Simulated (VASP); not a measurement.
Write the native input for VASP 6.6.1 that does the following.

- Task: single point
- Functional: PBE
- Potentials or basis: VASP PAW PBE potentials, release 64 (Al, Cu)
- Cutoff: 600 eV
- k mesh: 4 × 4 × 4
- Occupations: fermi-dirac, width 0.086 eV
- Spin: no spin polarisation
- Dipole correction: no
- Further INCAR settings: ALGO = Normal; EDIFF = 1e-06; NBANDS = 16

The structure of Al2Cu lies in POSCAR:

```
Al2Cu
1.0
    4.1051820000      0.0000000000      0.0000000000
    0.0000000000      4.1051820000      0.0000000000
    0.0000000000      0.0000000000      2.8913130000
Al Cu
2 1
Direct
    0.5000000000      0.0000000000      0.5000000000
    0.0000000000      0.5000000000      0.5000000000
    0.0000000000      0.0000000000      0.0000000000
```

These files were run (other wordings do the same):

INCAR

```
ALGO = Normal
EDIFF = 1E-6
ENCUT = 600
GGA = PE
GGA_COMPAT = False
ISIF = 2
ISMEAR = -1
LASPH = True
LCHARG = True
LELF = True
LREAL = False
LVHAR = True
LWAVE = False
NBANDS = 16
NELM = 120
PREC = Accurate
SIGMA = 0.086
```

KPOINTS

```
k-points
0
Gamma
  4 4 4
```

Potentials or basis: VASP PAW PBE potentials, release 64 (Al, Cu).

Launch:

```console
$ cat potpaw_PBE.64/Al/POTCAR potpaw_PBE.64/Cu/POTCAR > POTCAR
$ mpirun -np 1 vasp_std > vasp.out
```

Results of the run:

```
Pressure : 1.1 GPa
```

Caveat: the k points lie up to 0.54 Å⁻¹ apart.

Wall time 16 s on 1 thread of Intel(R) Xeon(R) Platinum 8488C (Sapphire Rapids), on a shared host, peak memory 0.18 GiB.
